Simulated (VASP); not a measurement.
# Rh (R-3m) in VASP: a series of runs

Runs on Rh. Level: PBEsol. Tasks: single point.

Program: VASP 6.6.1. These are calculated values, not measurements. Logs are shortened: lines on timing, memory, paths and dates and some standing lists are left out, and cuts for length are marked.

### 1 The cell of the first run

Symmetry: R-3m, No. 166, trigonal system. Conventional cell: a = 3.188 Å, b = 3.188 Å, c = 4.686 Å, α = 90.00°, β = 90.00°, γ = 120.00°. Rh (site symmetry -3m) has 12 Rh at 2.41 to 3.19 Å within 3.2 Å.

### 2 Single point, PBEsol

Input file INCAR:

```
SYSTEM = Rh
ALGO     = Fast           ! electronic algorithm
EDIFF    = 1E-6           ! SCF threshold, eV
ENCUT    = 520            ! plane-wave cutoff, eV
GGA      = PS             ! functional
ISIF     = 2              ! what is computed and relaxed
ISMEAR   = 0              ! smearing method
LASPH    = .TRUE.         ! aspherical terms in the spheres
LCHARG   = .FALSE.        ! write CHGCAR
LREAL    = .FALSE.        ! projectors in reciprocal space
LWAVE    = .FALSE.        ! write WAVECAR
NBANDS   = 14             ! bands
NELM     = 60             ! most SCF steps
PREC     = Accurate       ! precision mode
SIGMA    = 0.15           ! smearing width, eV
```

Input file KPOINTS:

```
k-points
0
G
  24 24 24
  0 0 0
```

Input file POSCAR:

```
Rh
1.0
   -0.6012098189      1.6533270021      1.6533270021
    1.6533270021     -0.6012098189      1.6533270021
    1.6533270021      1.6533270021     -0.6012098189
Rh
1
Direct
    0.0000000000      0.0000000000      0.0000000000
```

Potentials or basis: VASP PAW PBE potentials, release 64 (Rh_pv).

Launch:

```console
$ cat potpaw_PBE.64/Rh_pv/POTCAR > POTCAR
$ mpirun -np 1 vasp_std > vasp.out
```

OUTCAR:

```text
SYSTEM = Rh
   EDIFF = 1E-6
   ENCUT = 520
   GGA = PS
   ISIF = 2
   ISMEAR = 0
   LASPH = .TRUE.
   LREAL = .FALSE.
   NELM = 60
   PREC = Accurate

 ion  position               nearest neighbor table
   1  0.000  0.000  0.000-

  LATTYP: Found a trigonal (rhomboedric) cell.
 ALAT       =     2.4142149030
 COS(alpha) =     0.1279069768

  Lattice vectors:

 A1 = (  -0.6012098189,   1.6533270021,   1.6533270021)
 A2 = (   1.6533270021,  -0.6012098189,   1.6533270021)
 A3 = (   1.6533270021,   1.6533270021,  -0.6012098189)

Analysis of symmetry for initial positions (statically):
=====================================================================
 Subroutine PRICEL returns:
 Original cell was already a primitive cell.

 Routine SETGRP: Setting up the symmetry group for a
 trigonal (rhombohedral) supercell.

 Subroutine GETGRP returns: Found 12 space group operations
 (whereof 12 operations were pure point group operations)
 out of a pool of 12 trial point group operations.

The static configuration has the point symmetry D_3d.

Analysis of symmetry for dynamics (positions and initial velocities):
=====================================================================
 Subroutine PRICEL returns:
 Original cell was already a primitive cell.

 Routine SETGRP: Setting up the symmetry group for a
 trigonal (rhombohedral) supercell.

 Subroutine GETGRP returns: Found 12 space group operations
 (whereof 12 operations were pure point group operations)
 out of a pool of 12 trial point group operations.

The dynamic configuration has the point symmetry D_3d.

 Subroutine INISYM returns: Found 12 space group operations
 (whereof 12 operations are pure point group operations),
 and found     1 'primitive' translations

----------------------------------------------------------------------------------------

                                     Primitive cell

  volume of cell :      13.7516

  direct lattice vectors                    reciprocal lattice vectors
    -0.601209819  1.653327002  1.653327002    -0.172491700  0.271058386  0.271058386
     1.653327002 -0.601209819  1.653327002     0.271058386 -0.172491700  0.271058386
     1.653327002  1.653327002 -0.601209819     0.271058386  0.271058386 -0.172491700

  length of vectors
     2.414214903  2.414214903  2.414214903     0.420355425  0.420355425  0.420355425

  position of ions in fractional coordinates (direct lattice)
     0.000000000  0.000000000  0.000000000

  ion indices of the primitive-cell ions
   primitive index   ion index
                 1           1

----------------------------------------------------------------------------------------

 KPOINTS: k-points

Automatic generation of k-mesh.
 Grid dimensions read from file:
 generate k-points for:   24   24   24

 Generating k-lattice:

  Cartesian coordinates                     Fractional coordinates (reciprocal lattice)
    -0.007187154  0.011294099  0.011294099     0.041666667 -0.000000000 -0.000000000
     0.011294099 -0.007187154  0.011294099    -0.000000000  0.041666667 -0.000000000
     0.011294099  0.011294099 -0.007187154    -0.000000000 -0.000000000  0.041666667

  Length of vectors
     0.017514809  0.017514809  0.017514809

  Shift w.r.t. Gamma in fractional coordinates (k-lattice)
     0.000000000  0.000000000  0.000000000

 Subroutine IBZKPT returns following result:
 ===========================================

 Found   1313 irreducible k-points:

 Following reciprocal coordinates:
            Coordinates               Weight
  0.000000  0.000000  0.000000      1.000000
  0.041667  0.000000 -0.000000      6.000000
  0.083333 -0.000000 -0.000000      6.000000
  0.125000  0.000000  0.000000      6.000000
  0.166667  0.000000 -0.000000      6.000000
  0.208333  0.000000 -0.000000      6.000000
[... 16 lines left out ...]
  0.416667  0.041667  0.000000     12.000000
  0.458333  0.041667  0.000000     12.000000
 [... further k-points ...]
   k-points           NKPTS =   1313   k-points in BZ     NKDIM =   1313   number of bands    NBANDS=     14
   number of dos      NEDOS =    301   number of ions     NIONS =      1
   total plane-waves  NPLWV =   5832
   dimension x,y,z NGX =    18 NGY =   18 NGZ =   18
   dimension x,y,z NGXF=    36 NGYF=   36 NGZF=   36
   ions per type =               1
   NGX,Y,Z   is equivalent  to a cutoff of  12.40, 12.40, 12.40 a.u.
   NGXF,Y,Z  is equivalent  to a cutoff of  24.79, 24.79, 24.79 a.u.
 SYSTEM =  Rh
   PREC   = accura    normal or accurate (medium, high low for compatibility)
   ISTART =      0    job   : 0-new  1-cont  2-samecut
   ICHARG =      2    charge: 1-file 2-atom 10-const
   ISPIN  =      1    spin polarized calculation?
   LNONCOLLINEAR =      F non collinear calculations
   LSORBIT =      F    spin-orbit coupling
   LASPH  =      T    aspherical Exc in radial PAW
   ENCUT  =  520.0 eV  38.22 Ry    6.18 a.u.   4.49  4.49  4.49*2*pi/ulx,y,z
   NELM   =     60;   NELMIN=  2; NELMDL= -5     # of ELM steps
   EDIFF  = 0.1E-05   stopping-criterion for ELM
   LREAL  =      F    real-space projection
   EDIFFG = 0.1E-04   stopping-criterion for IOM
   NSW    =      0    number of steps for IOM
   IBRION =     -1    ionic relax: 0-MD 1-quasi-New 2-CG
   NFREE  =      0    steps in history (QN), initial steepest desc. (CG)
   ISIF   =      2    stress and relaxation
   ISYM   =      2    0-nonsym 1-usesym 2-fastsym
   POTIM  = 0.5000    time-step for ionic-motion
   TEBEG  =    0.0;   TEEND  =   0.0 temperature during run
   PSTRESS=    0.0 pullay stress
   NELECT =      15.0000    total number of electrons
   NUPDOWN=      -1.0000    fix difference up-down
   EMIN   =  10.00;   EMAX   =-10.00  energy-range for DOS
   EFERMI =   0.00;   METHOD = LEGACY
   ISMEAR =     0;   SIGMA  =   0.15  broadening in eV -4-tet -1-fermi 0-gaus
   EFERMI_NEDOS =   21; number of points for ismear=-14 and -15
   IALGO  =     68    algorithm
   IMIX   =      4    mixing-type and parameters
     AMIX     =   0.40;   BMIX     =  1.00
     AMIX_MAG =   1.60;   BMIX_MAG =  1.00
  volume/ion in A,a.u.               =      13.75        92.80
  Fermi-wavevector in a.u.,A,eV,Ry     =   1.685211  3.184586 38.639656  2.839935
  Thomas-Fermi vector in A             =   2.768095
   LORBIT       =      0    0 simple, 1 ext, 2 COOP (PROOUT), +10 PAW based schemes
   GGA     = PS    functional components
   LHFCALC =     F    Hartree Fock is set to
   AEXX    =    0.0000 exact exchange contribution
   IVDW    =     0    specifies the selected vdW correction
   LEPSILON=     F    determine dielectric tensor
   LRPA    =     F    only Hartree local field effects (RPA)
 non-spin polarized calculation
 RMM-DIIS sequential band-by-band and
 Gauss-broadening in eV      SIGMA  =   0.15
  energy-cutoff  :      520.00
  volume of cell :       13.75
 maximum number of plane-waves:       381
 NGX is ok and might be reduce to    18

 number of electron      14.9999992 magnetization

 Free energy of the ion-electron system (eV)
  ---------------------------------------------------
  ext. energy  EPLUGINS =         0.00000000
  ---------------------------------------------------
  free energy    TOTEN  =        -7.07336416 eV

  energy without entropy =       -7.05521954  energy(sigma->0) =       -7.06429185

 E-fermi :  11.8734     XC(G=0): -14.0791

 val. band max:       11.8729732091   @ k =  -0.1250  -0.2083   0.0417
 cond. band min:      11.8751098829   @ k =  -0.2500   0.5000   0.2083
 fundamental gap:      0.0021366738
 Fermi energy:        11.8733685307

 k-point     1 :       0.0000    0.0000    0.0000
  band No.  band energies     occupation
      1     -34.3239      2.00000
      2     -34.3239      2.00000
      3     -34.2509      2.00000
      4       3.8985      2.00000
      5       5.7583      2.00000
      6       5.7583      2.00000
      7      12.5919      0.00000
      8      12.5919      0.00000
      9      12.7068      0.00000
     10      28.3844      0.00000
     11      30.6643      0.00000
     12      30.6643      0.00000
     13      32.5696      0.00000
     14      38.9775      0.00000

 k-point     2 :       0.0417    0.0000   -0.0000
  band No.  band energies     occupation
      1     -34.3374      2.00000
      2     -34.3224      2.00000
      3     -34.2565      2.00000
      4       3.9585      2.00000
      5       5.7696      2.00000
      6       5.8119      2.00000
      7      12.5393      0.00000
      8      12.5728      0.00000
      9      12.6799      0.00000
     10      28.3935      0.00000
     11      30.3987      0.00000
     12      30.7895      0.00000
     13      32.5709      0.00000
     14      38.4474      0.00000

 k-point     3 :       0.0833   -0.0000   -0.0000
  band No.  band energies     occupation
      1     -34.3871      2.00000
      2     -34.3178      2.00000
      3     -34.2623      2.00000
      4       4.1300      2.00000
      5       5.8027      2.00000
      6       5.9765      2.00000
      7      12.3888      0.00000
      8      12.4664      0.00000
      9      12.6554      0.00000
     10      28.2435      0.00000
     11      29.9158      0.00000
     12      31.1569      0.00000
     13      32.5729      0.00000
     14      37.4454      0.00000
[... 324 lines left out ...]
 k-point    23 :       0.4167    0.0417    0.0000
  band No.  band energies     occupation
      1     -35.3600      2.00000
      2     -34.2473      2.00000
      3     -34.2049      2.00000
      4       6.2829      2.00000
      5       6.4073      2.00000
      6       9.7949      2.00000
      7      10.5912      2.00000
      8      11.6880      1.91944
      9      12.7530      0.00000
     10      20.1965      0.00000
     11      30.3333      0.00000
     12      32.5759      0.00000
     13      32.7908      0.00000
     14      36.1357      0.00000

 k-point    24 :       0.4583    0.0417    0.0000
  band No.  band energies     occupation
      1     -35.4150      2.00000
      2     -34.2432      2.00000
      3     -34.2008      2.00000
      4       6.3475      2.00000
      5       6.4470      2.00000
      6       9.9300      2.00000
      7      10.6126      2.00000
      8      11.9111      0.72214
      9      12.7533      0.00000
     10      19.7131      0.00000
     11      30.0164      0.00000
     12      32.5617      0.00000
     13      32.5824      0.00000
     14      36.2486      0.00000

 [... further k-points ...]

------------------------ aborting loop because EDIFF is reached ----------------------------------------

  FORCE on cell =-STRESS in cart. coord.  units (eV):
  Direction    XX          YY          ZZ          XY          YZ          ZX
  --------------------------------------------------------------------------------------
  -------------------------------------------------------------------------------------
  Total        2.9340093      2.9340093      2.9340093      0.0763306      0.0763306      0.0763306
  in kB      341.8368100    341.8368100    341.8368100      8.8931608      8.8931608      8.8931608
  external PRESSURE =     341.8368100 kB  Pullay stress =       0.0000000 kB

 VOLUME and BASIS-vectors are now :
 -----------------------------------------------------------------------------
  energy-cutoff  :      520.00
  volume of cell :       13.75
      direct lattice vectors                 reciprocal lattice vectors
    -0.601209819  1.653327002  1.653327002    -0.172491700  0.271058386  0.271058386
     1.653327002 -0.601209819  1.653327002     0.271058386 -0.172491700  0.271058386
     1.653327002  1.653327002 -0.601209819     0.271058386  0.271058386 -0.172491700

 POSITION                                       TOTAL-FORCE (eV/Angst)
 -----------------------------------------------------------------------------------
      0.00000      0.00000      0.00000         0.000000      0.000000     -0.000000
 -----------------------------------------------------------------------------------
    total drift:                                0.000000     -0.000000      0.000000

  FREE ENERGIE OF THE ION-ELECTRON SYSTEM (eV)
  ---------------------------------------------------
  free  energy   TOTEN  =        -7.0733641556 eV

  energy  without entropy=       -7.0552195426  energy(sigma->0) =       -7.06429185
```

It took 2.2 min on 1 thread of AMD EPYC 7R43 (Zen 3), shared host; peak memory 0.27 GiB.

What came out:

| Item | Value |
| --- | --- |
| Free energy | -7.0734 eV |
| Pressure | 34.2 GPa |
| Band gap on the k mesh | zero (an odd number of electrons rules out a gap without spin polarisation) |

Caveat: the cell stands under pressure; the PAW data sets were made with another functional, which shifts forces and pressure a little.

### 3 Single point, PBEsol

This run uses another cell than the first one, of the same volume but with other edges.

Input file INCAR:

```
ALGO = Fast
EDIFF = 1E-7
ENCUT = 520
GGA = PS
ISIF = 2
ISMEAR = 0
LASPH = T
LCHARG = F
LREAL = F
LWAVE = F
NBANDS = 14
NELM = 100
PREC = Accurate
SIGMA = 0.15
```

Input file KPOINTS:

```
k-points
0
Gamma
  24 24 24
```

Input file POSCAR:

```
Rh
1.0
   -0.2007403949      1.8066635540      1.8066635540
    1.8066635540     -0.2007403949      1.8066635540
    1.8066635540      1.8066635540     -0.2007403949
Rh
1
Direct
    0.0000000000      0.0000000000      0.0000000000
```

Potentials or basis: VASP PAW PBE potentials, release 64 (Rh_pv).

Launch:

```console
$ cat potpaw_PBE.64/Rh_pv/POTCAR > POTCAR
$ mpirun -np 1 vasp_std > vasp.out
```

It took 3.5 min on 1 thread of AMD EPYC 7R43 (Zen 3), shared host; peak memory 0.28 GiB.

The run converged. Its results:

```
Free energy            : -7.8596 eV
Pressure               : 3.9 GPa
Band gap on the k mesh : zero (an odd number of electrons rules out a gap without spin polarisation)
```

Stress tensor (GPa, compression positive):
```
 3.88 18.92 18.92
18.92  3.88 18.92
18.92 18.92  3.88
```

Levels at points of the mesh, in eV from the Fermi level:
```tsv
k point	band 3	band 4	band 5	band 6	band 7	band 8	band 9	band 10	band 11	band 12
(0.00, 0.00, 0.00)	-46.20	-7.96	-3.99	-3.99	-1.62	-0.56	-0.56	15.84	20.06	20.06
(0.50, 0.00, 0.00)	-46.24	-6.08	-4.14	-1.70	-0.07	0.26	0.79	8.08	16.22	20.18
(0.50, 0.50, 0.00)	-46.33	-6.29	-5.94	0.29	0.80	1.60	3.41	11.37	12.48	15.61
(0.50, 0.50, 0.50)	-46.45	-6.18	-3.51	-3.51	1.24	1.24	2.64	11.26	14.15	19.25
```

Caveat: the cell stands under pressure; the PAW data sets were made with another functional, which shifts forces and pressure a little.

### 4 Single point, PBEsol

This run uses another cell than the first one, of the same volume but with other edges.

Input file INCAR:

```
SYSTEM = Rh
ALGO = Fast ; EDIFF = 1E-7
ENCUT = 520 ; GGA = PS
ISIF = 2 ; ISMEAR = 0
LASPH = .TRUE. ; LCHARG = .FALSE.
LREAL = .FALSE. ; LWAVE = .FALSE.
NBANDS = 14 ; NELM = 80
PREC = Accurate ; SIGMA = 0.15
```

Input file KPOINTS:

```
k-points
0
G
  24 24 24
  0 0 0
```

Input file POSCAR:

```
Rh
1.0
    0.2385902748      2.0280173355      2.0280173355
    2.0280173355      0.2385902748      2.0280173355
    2.0280173355      2.0280173355      0.2385902748
Rh
1
Direct
    0.0000000000      0.0000000000      0.0000000000
```

Launch:

```console
$ cat potpaw_PBE.64/Rh_pv/POTCAR > POTCAR
$ mpirun -np 1 vasp_std > vasp.out
```

It took 5 min on 1 thread of AMD EPYC 7R43 (Zen 3), shared host; peak memory 0.3 GiB.

It converged, with:

```
Free energy            : -7.7913 eV
Pressure               : 8.1 GPa
Band gap on the k mesh : zero (an odd number of electrons rules out a gap without spin polarisation)
```

Stress tensor (GPa, compression positive):
```
  8.07 -21.18 -21.18
-21.18   8.07 -21.18
-21.18 -21.18   8.07
```

Levels at points of the mesh, in eV from the Fermi level:
```csv
k point,band 5,band 6,band 7,band 8,band 9,band 10
"(0.00, 0.00, 0.00)",-4.38,-2.85,-2.85,-0.39,-0.39,14.85
"(0.50, 0.00, 0.00)",-4.25,-1.89,-0.18,1.47,1.53,9.82
"(0.50, 0.50, 0.00)",-5.91,0.27,0.90,1.62,3.46,11.38
"(0.50, 0.50, 0.50)",-3.04,-3.04,-0.82,0.54,0.54,5.95
```

Caveat: the cell stands under pressure; the PAW data sets were made with another functional, which shifts forces and pressure a little.

### 5 Single point, PBEsol

This run uses another cell than the first one, of the same volume but with other edges.

Input file INCAR:

```
PREC = Accurate
ENCUT = 520
EDIFF = 1E-7
ISMEAR = 0
SIGMA = 0.15
LREAL = F
LASPH = T
NELM = 60
ALGO = Fast
ISIF = 2
LWAVE = F
LCHARG = F
GGA = PS
NBANDS = 14
```

Input file KPOINTS:

```
regular mesh
0
Gamma
  24 24 24
```

Input file POSCAR:

```
Rh
1.0
    0.7435295327      2.3368071028      2.3368071028
    2.3368071028      0.7435295327      2.3368071028
    2.3368071028      2.3368071028      0.7435295327
Rh
1
Direct
    0.0000000000      0.0000000000      0.0000000000
```

Launch:

```console
$ cat potpaw_PBE.64/Rh_pv/POTCAR > POTCAR
$ mpirun -np 1 vasp_std > vasp.out
```

Run time: 8 min. Hardware: 1 thread of AMD EPYC 7R43 (Zen 3), shared host; peak memory 0.32 GiB.

Results (log left out):

```yaml
Free_energy: -5.3645 eV
Pressure: 106.8 GPa
Band_gap_on_the_k_mesh: zero (an odd number of electrons rules out a gap without spin polarisation)
```

Stress tensor (GPa, compression positive):
```
106.80 -66.62 -66.62
-66.62 106.80 -66.62
-66.62 -66.62 106.80
```

Levels at points of the mesh, in eV from the Fermi level:
```tsv
k point	band 4	band 5	band 6	band 7	band 8	band 9	band 10	band 11
(0.00, 0.00, 0.00)	-8.23	-6.23	-4.06	-4.06	1.05	1.05	8.13	18.57
(0.50, 0.00, 0.00)	-8.93	-6.06	-1.14	-0.56	3.49	3.68	12.28	13.12
(0.50, 0.50, 0.00)	-8.98	-6.70	-0.19	0.04	3.49	4.99	9.99	13.22
(0.50, 0.50, 0.50)	-7.94	-4.08	-4.08	-2.31	0.57	1.16	1.16	18.30
```

Caveat: the cell stands under pressure; the PAW data sets were made with another functional, which shifts forces and pressure a little.

### 6 Summary

| cell | further INCAR settings | gap on the mesh (eV) | pressure (GPa) |
| --- | --- | --- | --- |
| a = 2.414 Å, angles 82.7°, 1 atom | ALGO = Fast; EDIFF = 1e-06; NBANDS = 14 | none | 34.2 |
| a = 2.563 Å, angles 67.3°, 1 atom | ALGO = Fast; EDIFF = 1e-07; NBANDS = 14 | none | 3.9 |
| a = 2.878 Å, angles 52.2°, 1 atom | ALGO = Fast; EDIFF = 1e-07; NBANDS = 14 | none | 8.1 |
| a = 3.387 Å, angles 38.9°, 1 atom | ALGO = Fast; EDIFF = 1e-07; NBANDS = 14 | none | 106.8 |

Alike in all rows: task single point; level PBEsol; potentials or basis VASP PAW PBE potentials, release 64 (Rh_pv); no spin polarisation; k mesh 24 × 24 × 24; cutoff (eV) 520; smearing gaussian 0.15 eV.

Caveats: the cell stands under pressure; the PAW data sets were made with another functional, which shifts forces and pressure a little.

Absolute energies hang on the potentials; compare differences alone.
